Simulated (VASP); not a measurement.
# O (R-3m) in VASP: settings compared

O is run at these levels: PBE, revPBE; tasks: single point.

Everything below comes from runs of VASP 6.6.1. Logs are shortened: lines on timing, memory, paths and dates and some standing lists are left out, and cuts for length are marked.

### Step 1. The cell of the first run

The structure is trigonal, space group R-3m (No. 166). The conventional cell has a = 2.710 Å, b = 2.710 Å, c = 9.735 Å, α = 90.00°, β = 90.00°, γ = 120.00°. Within 1.5 Å of O (site symmetry 3m) lie 1 O at 1.12 Å.

### Step 2. Single point, PBE

File INCAR:

```
  PREC = Accurate
  ENCUT = 600
  EDIFF = 1E-6
  ISMEAR = 0
  SIGMA = 0.1
  LREAL = F
  LASPH = T
  NELM = 120
  ALGO = Normal
  ISIF = 2
  LWAVE = F
  LCHARG = T
  GGA = PE
  LELF = T
  LVHAR = T
  NBANDS = 13
  GGA_COMPAT = F
```

File KPOINTS:

```
Automatic mesh
0
Gamma
  6 6 6
```

File POSCAR:

```
O
1.0
    1.3551322239      0.7823859542      3.2449505265
   -1.3551322239      0.7823859542      3.2449505265
    0.0000000000     -1.5647719085      3.2449505265
O
2
Direct
    0.0577000000      0.0577000000      0.0577000000
    0.9423000000      0.9423000000      0.9423000000
```

Potentials or basis: VASP PAW PBE potentials, release 64 (O).

Launch:

```
$ cat potpaw_PBE.64/O/POTCAR > POTCAR
$ mpirun -np 1 vasp_std > vasp.out
```

OUTCAR:

```text
PREC = Accurate
   ENCUT = 600
   EDIFF = 1E-6
   ISMEAR = 0
   LREAL = F
   LASPH = T
   NELM = 120
   ISIF = 2
   GGA = PE

 ion  position               nearest neighbor table
   1  0.058  0.058  0.058-   2 1.12
   2  0.942  0.942  0.942-   1 1.12

  LATTYP: Found a trigonal (rhomboedric) cell.
 ALAT       =     3.6025289791
 COS(alpha) =     0.7170052526

  Lattice vectors:

 A1 = (   1.3551322239,   0.7823859542,   3.2449505265)
 A2 = (  -1.3551322239,   0.7823859542,   3.2449505265)
 A3 = (   0.0000000000,  -1.5647719085,   3.2449505265)

Analysis of symmetry for initial positions (statically):
=====================================================================
 Subroutine PRICEL returns:
 Original cell was already a primitive cell.

 Routine SETGRP: Setting up the symmetry group for a
 trigonal (rhombohedral) supercell.

 Subroutine GETGRP returns: Found 12 space group operations
 (whereof 12 operations were pure point group operations)
 out of a pool of 12 trial point group operations.

The static configuration has the point symmetry D_3d.

Analysis of symmetry for dynamics (positions and initial velocities):
=====================================================================
 Subroutine PRICEL returns:
 Original cell was already a primitive cell.

 Routine SETGRP: Setting up the symmetry group for a
 trigonal (rhombohedral) supercell.

 Subroutine GETGRP returns: Found 12 space group operations
 (whereof 12 operations were pure point group operations)
 out of a pool of 12 trial point group operations.

The dynamic configuration has the point symmetry D_3d.

 Subroutine INISYM returns: Found 12 space group operations
 (whereof 12 operations are pure point group operations),
 and found     1 'primitive' translations

----------------------------------------------------------------------------------------

                                     Primitive cell

  volume of cell :      20.6425

  direct lattice vectors                    reciprocal lattice vectors
     1.355132224  0.782385954  3.244950526     0.368967685  0.213023592  0.102723703
    -1.355132224  0.782385954  3.244950526    -0.368967685  0.213023592  0.102723703
     0.000000000 -1.564771909  3.244950526     0.000000000 -0.426047185  0.102723703

  length of vectors
     3.602528979  3.602528979  3.602528979     0.438256047  0.438256047  0.438256047

  position of ions in fractional coordinates (direct lattice)
     0.057700000  0.057700000  0.057700000
     0.942300000  0.942300000  0.942300000

  ion indices of the primitive-cell ions
   primitive index   ion index
                 1           1
                 2           2

----------------------------------------------------------------------------------------

 KPOINTS: Automatic mesh

Automatic generation of k-mesh.
 Grid dimensions read from file:
 generate k-points for:    6    6    6

 Generating k-lattice:

  Cartesian coordinates                     Fractional coordinates (reciprocal lattice)
     0.061494614  0.035503932  0.017120617     0.166666667  0.000000000  0.000000000
    -0.061494614  0.035503932  0.017120617     0.000000000  0.166666667  0.000000000
     0.000000000 -0.071007864  0.017120617     0.000000000  0.000000000  0.166666667

  Length of vectors
     0.073042675  0.073042675  0.073042675

  Shift w.r.t. Gamma in fractional coordinates (k-lattice)
     0.000000000  0.000000000  0.000000000

 Subroutine IBZKPT returns following result:
 ===========================================

 Found     32 irreducible k-points:

 Following reciprocal coordinates:
            Coordinates               Weight
  0.000000  0.000000  0.000000      1.000000
  0.166667 -0.000000  0.000000      6.000000
  0.333333  0.000000  0.000000      6.000000
  0.500000  0.000000  0.000000      3.000000
  0.166667  0.166667  0.000000      6.000000
  0.333333  0.166667  0.000000     12.000000
[... 16 lines left out ...]
  0.500000  0.500000  0.166667      6.000000
 -0.333333  0.500000  0.166667     12.000000
 [... further k-points ...]
   k-points           NKPTS =     32   k-points in BZ     NKDIM =     32   number of bands    NBANDS=     13
   number of dos      NEDOS =    301   number of ions     NIONS =      2
   total plane-waves  NPLWV =  27000
   dimension x,y,z NGX =    30 NGY =   30 NGZ =   30
   dimension x,y,z NGXF=    60 NGYF=   60 NGZF=   60
   ions per type =               2
   NGX,Y,Z   is equivalent  to a cutoff of  13.84, 13.84, 13.84 a.u.
   NGXF,Y,Z  is equivalent  to a cutoff of  27.69, 27.69, 27.69 a.u.
 SYSTEM =  unknown system
   PREC   = accura    normal or accurate (medium, high low for compatibility)
   ISTART =      0    job   : 0-new  1-cont  2-samecut
   ICHARG =      2    charge: 1-file 2-atom 10-const
   ISPIN  =      1    spin polarized calculation?
   LNONCOLLINEAR =      F non collinear calculations
   LSORBIT =      F    spin-orbit coupling
   LASPH  =      T    aspherical Exc in radial PAW
   ENCUT  =  600.0 eV  44.10 Ry    6.64 a.u.   7.20  7.20  7.20*2*pi/ulx,y,z
   NELM   =    120;   NELMIN=  2; NELMDL= -5     # of ELM steps
   EDIFF  = 0.1E-05   stopping-criterion for ELM
   LREAL  =      F    real-space projection
[... 7 lines left out ...]
   TEBEG  =    0.0;   TEEND  =   0.0 temperature during run
   PSTRESS=    0.0 pullay stress
   NELECT =      12.0000    total number of electrons
   NUPDOWN=      -1.0000    fix difference up-down
   EMIN   =  10.00;   EMAX   =-10.00  energy-range for DOS
   EFERMI =   0.00;   METHOD = LEGACY
   ISMEAR =     0;   SIGMA  =   0.10  broadening in eV -4-tet -1-fermi 0-gaus
   EFERMI_NEDOS =   21; number of points for ismear=-14 and -15
   IALGO  =     38    algorithm
   IMIX   =      4    mixing-type and parameters
     AMIX     =   0.40;   BMIX     =  1.00
     AMIX_MAG =   1.60;   BMIX_MAG =  1.00
  volume/ion in A,a.u.               =      10.32        69.65
  Fermi-wavevector in a.u.,A,eV,Ry     =   1.366306  2.581943 25.399239  1.866791
  Thomas-Fermi vector in A             =   2.492458
   LORBIT       =      0    0 simple, 1 ext, 2 COOP (PROOUT), +10 PAW based schemes
   GGA     = PE    functional components
   LHFCALC =     F    Hartree Fock is set to
   AEXX    =    0.0000 exact exchange contribution
   IVDW    =     0    specifies the selected vdW correction
   LEPSILON=     F    determine dielectric tensor
   LRPA    =     F    only Hartree local field effects (RPA)
 non-spin polarized calculation
 Gauss-broadening in eV      SIGMA  =   0.10
  energy-cutoff  :      600.00
  volume of cell :       20.64
 maximum number of plane-waves:       715
 NGX is ok and might be reduce to    30
   NGX = 15   NGY = 15   NGZ = 15

 number of electron      11.9999999 magnetization

 Free energy of the ion-electron system (eV)
  ---------------------------------------------------
  ext. energy  EPLUGINS =         0.00000000
  ---------------------------------------------------
  free energy    TOTEN  =        -8.88732119 eV

  energy without entropy =       -8.88128477  energy(sigma->0) =       -8.88430298

 E-fermi :   2.0059     XC(G=0):  -9.9288

 val. band max:        1.8121043864   @ k =   0.5000   0.1667  -0.0000
 cond. band min:       2.0421021881   @ k =   0.5000   0.0000   0.0000
 fundamental gap:      0.2299978017
 Fermi energy:         2.0059070040

 k-point     1 :       0.0000    0.0000    0.0000
  band No.  band energies     occupation
      1     -28.3414      2.00000
      2     -11.9363      2.00000
      3      -8.3577      2.00000
      4      -5.5999      2.00000
      5      -5.5999      2.00000
      6       2.6781      0.00000
      7       2.6781      0.00000
      8      10.7422      0.00000
      9      15.2991      0.00000
     10      17.5268      0.00000
     11      22.5110      0.00000
     12      23.9387      0.00000
     13      23.9387      0.00000

 k-point     2 :       0.1667   -0.0000    0.0000
  band No.  band energies     occupation
      1     -28.2284      2.00000
      2     -11.9028      2.00000
      3      -8.2153      2.00000
      4      -6.0488      2.00000
      5      -5.7229      2.00000
      6       2.2024      0.00545
      7       2.5136      0.00000
      8      11.6549      0.00000
      9      15.3488      0.00000
     10      17.5841      0.00000
     11      20.5505      0.00000
     12      23.4760      0.00000
     13      25.1760      0.00000

 k-point     3 :       0.3333    0.0000    0.0000
  band No.  band energies     occupation
      1     -27.9939      2.00000
      2     -11.8042      2.00000
      3      -8.2074      2.00000
      4      -6.6130      2.00000
      5      -5.9601      2.00000
      6       1.3756      2.00000
      7       2.1958      0.00725
      8      13.1532      0.00000
      9      15.1498      0.00000
     10      17.2599      0.00000
     11      19.0017      0.00000
     12      22.5059      0.00000
     13      24.6331      0.00000
[... 305 lines left out ...]
 k-point    23 :       0.5000    0.5000    0.1667
  band No.  band energies     occupation
      1     -27.9477      2.00000
      2     -12.6644      2.00000
      3      -7.6683      2.00000
      4      -6.1766      2.00000
      5      -5.7334      2.00000
      6       0.8878      2.00000
      7       2.8010      0.00000
      8      12.7866      0.00000
      9      13.9632      0.00000
     10      16.9457      0.00000
     11      18.7094      0.00000
     12      23.0268      0.00000
     13      25.5233      0.00000

 k-point    24 :      -0.3333    0.5000    0.1667
  band No.  band energies     occupation
      1     -27.8440      2.00000
      2     -12.2854      2.00000
      3      -7.9112      2.00000
      4      -6.7088      2.00000
      5      -5.7961      2.00000
      6       0.5916      2.00000
      7       2.3314      0.00000
      8      13.6964      0.00000
      9      14.6778      0.00000
     10      16.6777      0.00000
     11      19.2354      0.00000
     12      22.1717      0.00000
     13      24.7527      0.00000

 [... further k-points ...]
[... 5 lines left out ...]
  --------------------------------------------------------------------------------------
  -------------------------------------------------------------------------------------
  Total       -0.6317480     -0.6317480     14.3895536      0.0000000     -0.0000000     -0.0000000
  in kB      -49.0334485    -49.0334485   1116.8525903      0.0000000     -0.0000000     -0.0000000
  external PRESSURE =     339.5952311 kB  Pullay stress =       0.0000000 kB

 VOLUME and BASIS-vectors are now :
 -----------------------------------------------------------------------------
  energy-cutoff  :      600.00
  volume of cell :       20.64
      direct lattice vectors                 reciprocal lattice vectors
     1.355132224  0.782385954  3.244950526     0.368967685  0.213023592  0.102723703
    -1.355132224  0.782385954  3.244950526    -0.368967685  0.213023592  0.102723703
     0.000000000 -1.564771909  3.244950526     0.000000000 -0.426047185  0.102723703

 POSITION                                       TOTAL-FORCE (eV/Angst)
 -----------------------------------------------------------------------------------
      0.00000     -0.00000      0.56170         0.000000     -0.000000     11.271884
      0.00000     -0.00000      9.17315         0.000000      0.000000    -11.271884
 -----------------------------------------------------------------------------------
    total drift:                               -0.000000     -0.000000      0.000000

  FREE ENERGIE OF THE ION-ELECTRON SYSTEM (eV)
  ---------------------------------------------------
  free  energy   TOTEN  =        -8.8873211880 eV

  energy  without entropy=       -8.8812847676  energy(sigma->0) =       -8.88430298
```

Run time: 12 s. Hardware: 1 thread of AMD EPYC 7R43 (Zen 3), shared host; peak memory 0.12 GiB.

What came out:

- Free energy: -8.8873 eV
- Pressure: 34.0 GPa
- Largest force: 11.272 eV/Å
- Band gap on the k mesh: zero (band 6 reaches 2.99 eV, above the bottom of band 7 at 1.55 eV)

Forces on the atoms (eV/Å):
```
O     0.000   0.000  11.272
O     0.000   0.000 -11.272
```

Stress tensor (GPa, compression positive):
```
 -4.90   0.00   0.00
  0.00  -4.90   0.00
  0.00   0.00 111.69
```

Caveat: the k points lie up to 0.46 Å⁻¹ apart; the standard files for N, O and F lose accuracy on very short bonds; spin is off for a triplet molecule; forces of over 1 eV/Å act on the atoms, so gaps and moduli don't describe the material at rest.

(Part 1 of 2 ends here.)
